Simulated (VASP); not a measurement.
Write the native input for VASP 6.6.1 that does the following.

| Item | Value |
| --- | --- |
| Task | density of states |
| Functional | PBE |
| Potentials or basis | VASP PAW PBE potentials, release 64 (Ge_d) |
| Cutoff | 520 eV |
| k mesh | 26 × 26 × 26 |
| Occupations | gaussian, width 0.1 eV |
| Spin | no spin polarisation |
| Dipole correction | no |
| k mesh for the DOS | 39 × 39 × 39 |
| Occupations for the DOS | tetrahedron |
| Further INCAR settings | ALGO = Normal; EDIFF = 1e-06 |

Crystal: Ge.

```
Ge
1.0
    -1.47544    1.47544    2.24235
     1.47544   -1.47544    2.24235
     1.47544    1.47544   -2.24235
Ge
1
Cartesian
  0.0000 0.0000 0.0000
```

These files were run (other wordings do the same):

POSCAR

```
Ge
1.0
   -1.4754379291      1.4754379291      2.2423524406
    1.4754379291     -1.4754379291      2.2423524406
    1.4754379291      1.4754379291     -2.2423524406
Ge
1
Direct
    0.0000000000      0.0000000000      0.0000000000
```

INCAR.step1

```
  ALGO = Normal
  EDIFF = 1E-6
  ENCUT = 520
  GGA = PE
  ISIF = 2
  ISMEAR = 0
  LASPH = T
  LCHARG = T
  LREAL = F
  LWAVE = F
  NBANDS = 13
  NELM = 100
  PREC = Accurate
  SIGMA = 0.1
```

KPOINTS.step1

```
k-points
0
Gamma
  26 26 26
```

INCAR.step2

```
  ALGO = Normal
  EDIFF = 1E-6
  ENCUT = 520
  GGA = PE
  ICHARG = 11
  ISIF = 2
  ISMEAR = -5
  LASPH = T
  LCHARG = F
  LORBIT = 10
  LREAL = F
  LWAVE = F
  NEDOS = 2001
  NELM = 100
  PREC = Accurate
  SIGMA = 0.1
```

KPOINTS.step2

```
k-points
0
Gamma
  39 39 39
```

Potentials or basis: VASP PAW PBE potentials, release 64 (Ge_d).

Command:

```bash
$ cat potpaw_PBE.64/Ge_d/POTCAR > POTCAR
$ cp INCAR.step1 INCAR
$ cp KPOINTS.step1 KPOINTS
$ mpirun -np 1 vasp_std > vasp.out
$ cp INCAR.step2 INCAR
$ cp KPOINTS.step2 KPOINTS
$ mpirun -np 1 vasp_std > vasp.out
```

It gave:

```json
{
  "Valence electrons inside the program's atomic spheres": "Ge 12.16"
}
```

It took 4.1 min on 1 thread of Intel(R) Xeon(R) 6975P-C (Granite Rapids), on a shared host, peak memory 1.1 GiB.
